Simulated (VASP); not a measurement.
# Ga2O3 (P1) in VASP: single point with LDA

Aim: the single point of Ga2O3 with LDA.

Program: VASP 6.6.1. These are calculated values, not measurements. Logs are shortened: lines on timing, memory, paths and dates and some standing lists are left out, and cuts for length are marked.

### Step 1. The cell of the first run

The typed cell holds 10 atoms: a = 5.322 Å, b = 5.322 Å, c = 5.322 Å, α = 55.82°, β = 55.82°, γ = 55.82°.

### Step 2. Single point, LDA

Contents of INCAR:

```
PREC = Accurate ; ENCUT = 520
EDIFF = 1E-6 ; ISMEAR = -1
SIGMA = 0.05 ; LREAL = F
LASPH = T ; NELM = 100
ALGO = Normal ; ISIF = 2
LWAVE = F ; LCHARG = F
NBANDS = 55
```

Contents of KPOINTS:

```
Automatic mesh
0
Gamma
  7 7 7
```

Contents of POSCAR:

```
Ga2O3
1.0
    2.4912496600      1.4383236600      4.4776700000
   -2.4912496600      1.4383236600      4.4776700000
    0.0000000000     -2.8766473200      4.4776700000
Ga O
4 6
Direct
    0.3275383300      0.3730255000      0.4339260900
    0.1226850000      0.1996506100      0.1309869800
    0.6575711600      0.6681613400      0.6067828300
    0.8117986800      0.8606050300      0.8644208700
    0.5719675800      0.9374977000      0.2597667500
    0.2931015800      0.5446146900      0.8991745800
    0.9691647800      0.1972850700      0.5753189600
    0.4882741500      0.0028275800      0.7620414600
    0.7493726300      0.4250905300      0.0293894900
    0.0085261100      0.7912419500      0.4381919900
```

Potentials or basis: VASP PAW LDA potentials, release 64 (Ga_d, O).

Run with:

```sh
> cat potpaw_LDA.64/Ga_d/POTCAR potpaw_LDA.64/O/POTCAR > POTCAR
> mpirun -np 1 vasp_std > vasp.out
```

OUTCAR:

```text
PREC = Accurate
   ENCUT = 520
   EDIFF = 1E-6
   ISMEAR = -1
   LREAL = F
   LASPH = T
   NELM = 100
   ISIF = 2

 ion  position               nearest neighbor table
   1  0.328  0.373  0.434-   8 1.89  10 1.90   9 2.09   7 2.16   5 2.37   3 2.77
   2  0.123  0.200  0.131-   9 1.87   6 1.95   7 2.02  10 2.04   8 2.11   5 2.27   4 2.76   4 2.88

   3  0.658  0.668  0.607-   5 1.71   6 1.87  10 1.89   8 1.92   9 2.06   7 2.13   4 2.72   1 2.77

   4  0.812  0.861  0.864-   8 1.72   7 1.85   5 1.89  10 2.05   9 2.12   6 2.18   3 2.72   2 2.76
                             2 2.88
   5  0.572  0.937  0.260-   3 1.71   4 1.89   2 2.27   1 2.37
   6  0.293  0.545  0.899-   3 1.87   2 1.95   4 2.18
   7  0.969  0.197  0.575-   4 1.85   2 2.02   3 2.13   1 2.16
   8  0.488  0.003  0.762-   4 1.72   1 1.89   3 1.92   2 2.11
   9  0.749  0.425  0.029-   2 1.87   3 2.06   1 2.09   4 2.12
  10  0.009  0.791  0.438-   3 1.89   1 1.90   2 2.04   4 2.05

  LATTYP: Found a trigonal (rhomboedric) cell.
 ALAT       =     5.3220887298
 COS(alpha) =     0.5617718432

  Lattice vectors:

 A1 = (   2.4912496600,   1.4383236600,   4.4776700000)
 A2 = (  -2.4912496600,   1.4383236600,   4.4776700000)
 A3 = (   0.0000000000,  -2.8766473200,   4.4776700000)

Analysis of symmetry for initial positions (statically):
=====================================================================
 Subroutine PRICEL returns:
 Original cell was already a primitive cell.

 Routine SETGRP: Setting up the symmetry group for a
 trigonal (rhombohedral) supercell.

 Subroutine GETGRP returns: Found  1 space group operations
 (whereof  1 operations were pure point group operations)
 out of a pool of 12 trial point group operations.

The static configuration has the point symmetry C_1 .

Analysis of symmetry for dynamics (positions and initial velocities):
=====================================================================
 Subroutine PRICEL returns:
 Original cell was already a primitive cell.

 Routine SETGRP: Setting up the symmetry group for a
 trigonal (rhombohedral) supercell.

 Subroutine GETGRP returns: Found  1 space group operations
 (whereof  1 operations were pure point group operations)
 out of a pool of 12 trial point group operations.

The dynamic configuration has the point symmetry C_1 .

 Subroutine INISYM returns: Found  1 space group operations
 (whereof  1 operations are pure point group operations),
 and found     1 'primitive' translations

----------------------------------------------------------------------------------------

                                     Primitive cell

  volume of cell :      96.2669

  direct lattice vectors                    reciprocal lattice vectors
     2.491249660  1.438323660  4.477670000     0.200702486  0.115875634  0.074443479
    -2.491249660  1.438323660  4.477670000    -0.200702486  0.115875634  0.074443479
     0.000000000 -2.876647320  4.477670000     0.000000000 -0.231751269  0.074443479

  length of vectors
     5.322088730  5.322088730  5.322088728     0.243414219  0.243414219  0.243414219

  position of ions in fractional coordinates (direct lattice)
     0.327538330  0.373025500  0.433926090
     0.122685000  0.199650610  0.130986980
     0.657571160  0.668161340  0.606782830
     0.811798680  0.860605030  0.864420870
     0.571967580  0.937497700  0.259766750
     0.293101580  0.544614690  0.899174580
     0.969164780  0.197285070  0.575318960
     0.488274150  0.002827580  0.762041460
     0.749372630  0.425090530  0.029389490
     0.008526110  0.791241950  0.438191990

  ion indices of the primitive-cell ions
   primitive index   ion index
                 1           1
                 2           2
                 3           3
                 4           4
                 5           5
                 6           6
                 7           7
                 8           8
                 9           9
                10          10

----------------------------------------------------------------------------------------

 KPOINTS: Automatic mesh

Automatic generation of k-mesh.
 Grid dimensions read from file:
 generate k-points for:    7    7    7

 Generating k-lattice:

  Cartesian coordinates                     Fractional coordinates (reciprocal lattice)
     0.028671784  0.016553662  0.010634783     0.142857143  0.000000000  0.000000000
    -0.028671784  0.016553662  0.010634783     0.000000000  0.142857143  0.000000000
     0.000000000 -0.033107324  0.010634783     0.000000000  0.000000000  0.142857143

  Length of vectors
     0.034773460  0.034773460  0.034773460

  Shift w.r.t. Gamma in fractional coordinates (k-lattice)
     0.000000000  0.000000000  0.000000000

 Subroutine IBZKPT returns following result:
 ===========================================

 Found    172 irreducible k-points:

 Following reciprocal coordinates:
            Coordinates               Weight
  0.000000  0.000000  0.000000      1.000000
  0.142857  0.000000  0.000000      2.000000
  0.000000  0.142857  0.000000      2.000000
  0.000000  0.000000  0.142857      2.000000
  0.285714  0.000000  0.000000      2.000000
  0.000000  0.285714  0.000000      2.000000
[... 16 lines left out ...]
 -0.142857 -0.428571  0.000000      2.000000
  0.142857  0.000000  0.428571      2.000000
 [... further k-points ...]
   k-points           NKPTS =    172   k-points in BZ     NKDIM =    172   number of bands    NBANDS=     55
   number of dos      NEDOS =    301   number of ions     NIONS =     10
   total plane-waves  NPLWV =  64000
   dimension x,y,z NGX =    40 NGY =   40 NGZ =   40
   dimension x,y,z NGXF=    80 NGYF=   80 NGZF=   80
   ions per type =               4   6
   NGX,Y,Z   is equivalent  to a cutoff of  12.49, 12.49, 12.49 a.u.
   NGXF,Y,Z  is equivalent  to a cutoff of  24.99, 24.99, 24.99 a.u.
 SYSTEM =  unknown system
   PREC   = accura    normal or accurate (medium, high low for compatibility)
   ISTART =      0    job   : 0-new  1-cont  2-samecut
   ICHARG =      2    charge: 1-file 2-atom 10-const
   ISPIN  =      1    spin polarized calculation?
   LNONCOLLINEAR =      F non collinear calculations
   LSORBIT =      F    spin-orbit coupling
   LASPH  =      T    aspherical Exc in radial PAW
   ENCUT  =  520.0 eV  38.22 Ry    6.18 a.u.   9.90  9.90  9.90*2*pi/ulx,y,z
   NELM   =    100;   NELMIN=  2; NELMDL= -5     # of ELM steps
   EDIFF  = 0.1E-05   stopping-criterion for ELM
   LREAL  =      F    real-space projection
[... 7 lines left out ...]
   TEBEG  =    0.0;   TEEND  =   0.0 temperature during run
   PSTRESS=    0.0 pullay stress
   NELECT =      88.0000    total number of electrons
   NUPDOWN=      -1.0000    fix difference up-down
   EMIN   =  10.00;   EMAX   =-10.00  energy-range for DOS
   EFERMI =   0.00;   METHOD = LEGACY
   ISMEAR =    -1;   SIGMA  =   0.05  broadening in eV -4-tet -1-fermi 0-gaus
   EFERMI_NEDOS =   21; number of points for ismear=-14 and -15
   IALGO  =     38    algorithm
   IMIX   =      4    mixing-type and parameters
     AMIX     =   0.40;   BMIX     =  1.00
     AMIX_MAG =   1.60;   BMIX_MAG =  1.00
  volume/ion in A,a.u.               =       9.63        64.96
  Fermi-wavevector in a.u.,A,eV,Ry     =   1.588827  3.002448 34.346162  2.524372
  Thomas-Fermi vector in A             =   2.687771
   LORBIT       =      0    0 simple, 1 ext, 2 COOP (PROOUT), +10 PAW based schemes
   GGA     = CA    functional components
   LHFCALC =     F    Hartree Fock is set to
   AEXX    =    0.0000 exact exchange contribution
   IVDW    =     0    specifies the selected vdW correction
   LEPSILON=     F    determine dielectric tensor
   LRPA    =     F    only Hartree local field effects (RPA)
 non-spin polarized calculation
  energy-cutoff  :      520.00
  volume of cell :       96.27
 maximum number of plane-waves:      2610
   NGX = 19   NGY = 19   NGZ = 19

 number of electron      88.0000001 magnetization

 Free energy of the ion-electron system (eV)
  ---------------------------------------------------
  ext. energy  EPLUGINS =         0.00000000
  ---------------------------------------------------
  free energy    TOTEN  =       -64.74246132 eV

  energy without entropy =      -64.74246132  energy(sigma->0) =      -64.74246132

 E-fermi :   5.7089     XC(G=0): -12.7629

 val. band max:        4.7635712442   @ k =   0.0000   0.0000   0.0000
 cond. band min:       6.5202950585   @ k =   0.0000   0.0000   0.0000
 fundamental gap:      1.7567238143
 Fermi energy:         5.7088513149

 k-point     1 :       0.0000    0.0000    0.0000
  band No.  band energies     occupation
      1     -15.1107      2.00000
      2     -13.3032      2.00000
      3     -12.7362      2.00000
      4     -12.3123      2.00000
      5     -12.1801      2.00000
      6     -11.6889      2.00000
[... 47 lines left out ...]
     54      15.5912      0.00000
     55      16.3464      0.00000

 k-point     2 :       0.1429    0.0000    0.0000
  band No.  band energies     occupation
      1     -15.0415      2.00000
      2     -13.3286      2.00000
      3     -12.7476      2.00000
      4     -12.3636      2.00000
      5     -12.1719      2.00000
      6     -11.7152      2.00000
[... 47 lines left out ...]
     54      15.8622      0.00000
     55      16.4032      0.00000

 k-point     3 :       0.0000    0.1429    0.0000
  band No.  band energies     occupation
      1     -15.0422      2.00000
      2     -13.3121      2.00000
      3     -12.7615      2.00000
      4     -12.3503      2.00000
      5     -12.2010      2.00000
      6     -11.7094      2.00000
[... 1152 lines left out ...]
 k-point    23 :      -0.1429   -0.4286    0.0000
  band No.  band energies     occupation
      1     -14.7354      2.00000
      2     -13.2479      2.00000
      3     -13.0002      2.00000
      4     -12.5135      2.00000
      5     -12.2691      2.00000
      6     -11.7953      2.00000
[... 47 lines left out ...]
     54      16.2109      0.00000
     55      16.4569      0.00000

 k-point    24 :       0.1429    0.0000    0.4286
  band No.  band energies     occupation
      1     -14.7385      2.00000
      2     -13.3315      2.00000
      3     -12.8896      2.00000
      4     -12.5601      2.00000
      5     -12.2277      2.00000
      6     -11.7809      2.00000
[... 47 lines left out ...]
     54      16.0929      0.00000
     55      16.6192      0.00000

 [... further k-points ...]

------------------------ aborting loop because EDIFF is reached ----------------------------------------

  FORCE on cell =-STRESS in cart. coord.  units (eV):
  Direction    XX          YY          ZZ          XY          YZ          ZX
  --------------------------------------------------------------------------------------
  -------------------------------------------------------------------------------------
  Total        7.2401488      1.3483861      5.5818150     -2.1627701     -2.2555085      5.0138161
  in kB      120.4982837     22.4412801     92.8985228    -35.9951277    -37.5385801     83.4452787
  external PRESSURE =      78.6126955 kB  Pullay stress =       0.0000000 kB

 VOLUME and BASIS-vectors are now :
 -----------------------------------------------------------------------------
  energy-cutoff  :      520.00
  volume of cell :       96.27
      direct lattice vectors                 reciprocal lattice vectors
     2.491249660  1.438323660  4.477670000     0.200702486  0.115875634  0.074443479
    -2.491249660  1.438323660  4.477670000    -0.200702486  0.115875634  0.074443479
     0.000000000 -2.876647320  4.477670000     0.000000000 -0.231751269  0.074443479

 POSITION                                       TOTAL-FORCE (eV/Angst)
 -----------------------------------------------------------------------------------
     -0.11332     -0.24061      5.07987         0.871080      1.963391     -1.673682
     -0.19174      0.08682      2.02983         1.715018     -1.211486      1.068317
     -0.02638      0.16133      8.65317         2.053072     -3.604958     -1.196134
     -0.12159     -0.08118     11.35906         3.308119     -0.078685      4.182345
     -0.91063      1.42384      7.92204        -1.629805      2.612262     -2.863538
     -0.62658     -1.38170      7.77722        -1.465308     -1.993941     -1.731876
      1.92295      0.02274      7.79907        -1.811019      2.712521      1.544940
      1.20937     -1.48576      5.61116        -6.178386     -0.572831     -1.645840
      0.80787      1.60471      5.39045        -0.331336     -1.050077      1.843453
     -1.94994     -0.11020      5.54318         3.468565      1.223804      0.472016
 -----------------------------------------------------------------------------------
    total drift:                               -0.000417     -0.000592      0.000977

  FREE ENERGIE OF THE ION-ELECTRON SYSTEM (eV)
  ---------------------------------------------------
  free  energy   TOTEN  =       -64.7424613200 eV

  energy  without entropy=      -64.7424613189  energy(sigma->0) =      -64.74246132
```

Run time: 29 min. Hardware: 1 thread of Intel Xeon 8259CL, shared host; peak memory 0.67 GiB.

What came out:

- Free energy: -64.7425 eV
- Pressure: 7.9 GPa
- Largest force: 6.419 eV/Å
- Band gap on the k mesh: 1.76 eV

Forces in eV/Å, atoms in the order of the input:
```
Ga   0.871  1.963 -1.674
Ga   1.715 -1.211  1.068
Ga   2.053 -3.605 -1.196
Ga   3.308 -0.079  4.182
O   -1.630  2.612 -2.864
O   -1.465 -1.994 -1.732
O   -1.811  2.713  1.545
O   -6.178 -0.573 -1.646
O   -0.331 -1.050  1.843
O    3.469  1.224  0.472
```

Caveat: the cell stands under pressure; forces of over 1 eV/Å act on the atoms, so gaps and moduli don't describe the material at rest. Expect the measured gap to be larger: semilocal functionals such as LDA lack the derivative discontinuity.
